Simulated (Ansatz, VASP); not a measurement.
**One calculation of MgS5, two programs**

The input INCAR:

```
SYSTEM = MgS5
ALGO = Normal ; EDIFF = 1E-6
EDIFFG = -0.01 ; ENCUT = 600
GGA = PE ; IBRION = 2
ISIF = 3 ; ISMEAR = 0
LASPH = .TRUE. ; LCHARG = .FALSE.
LREAL = .FALSE. ; LWAVE = .FALSE.
NELM = 60 ; NSW = 100
PREC = Accurate ; SIGMA = 0.1
```

File KPOINTS:

```
k-points
0
G
  12 12 6
  0 0 0
```

Contents of POSCAR:

```
MgS5
1.0
    4.6503363597      0.0000000000      0.0000000000
   -2.3251681798      4.0273094236      0.0000000000
    0.0000000000      0.0000000000      7.3592561543
Mg S
1 5
Direct
    0.0000000000      0.0000000000      0.0000000000
    0.0000000000      0.7365489813      0.5000000000
    0.7365489813      0.0000000000      0.5000000000
    0.2634510187      0.2634510187      0.5000000000
    0.6666666667      0.3333333333      0.0000000000
    0.3333333333      0.6666666667      0.0000000000
```

Input for Ansatz:

```yaml
crystal:
  lattice:
    - [4.6503363597, 0.0, 0.0]
    - [-2.3251681798, 4.0273094236, 0.0]
    - [0.0, 0.0, 7.3592561543]
  atoms:
    - { symbol: Mg, position: [0.0, 0.0, 0.0] }
    - { symbol: S, position: [0.0, 0.7365489813, 0.5] }
    - { symbol: S, position: [0.7365489813, 0.0, 0.5] }
    - { symbol: S, position: [0.2634510187, 0.2634510187, 0.5] }
    - { symbol: S, position: [0.6666666667, 0.3333333333, 0.0] }
    - { symbol: S, position: [0.3333333333, 0.6666666667, 0.0] }
basis:
  ecutwfc: 420
kpoints:
  mp_grid: { grid: [12, 12, 6] }
hamiltonian:
  xc: pbe
scf:
  occupations: { method: gaussian, width: 0.1 }
output:
  forces: true
  stress: true
  eigenvalues: true
  write_density: true
  write_potential: true
  elf: true
  volumetric_format: npy
relax:
  adjacent_minimum: "off"
  f_tol: 0.01
  max_steps: 80
  cell: { stress_tol: 0.05 }
```

Change from the starting cell: species swapped into the Mg5Zn type (P-62m, No. 189).

Alike in both runs: task relaxation of cell and atoms; functional PBE; k mesh 12 × 12 × 6; occupations gaussian, width 0.1 eV; no spin polarisation.

|  | VASP | Ansatz |
| --- | --- | --- |
| version | VASP 6.6.1 | Ansatz 0.2.0 |
| potentials or method | VASP PAW PBE potentials, release 64 (Mg, S), cutoff 600 eV | scalar-relativistic, plane waves, PAW |
| valence electrons in the cell | 32 | 40 |

```tsv
	VASP	Ansatz	Ansatz less VASP
gap on the k mesh at the Fermi level, each at its own relaxed structure (eV)	none	none	-
relaxed volume (Å³/atom)	22.59	22.63	+0.037
relaxed length of the cell vector where the two differ most in proportion (Å)	7.179	7.185	+0.0060
```

A gap of «none» marks a metal or a gap that the smearing closes. VASP's potentials hold 32 valence electrons a cell and Ansatz's 40, so a difference there can come from the potentials and not from the codes.
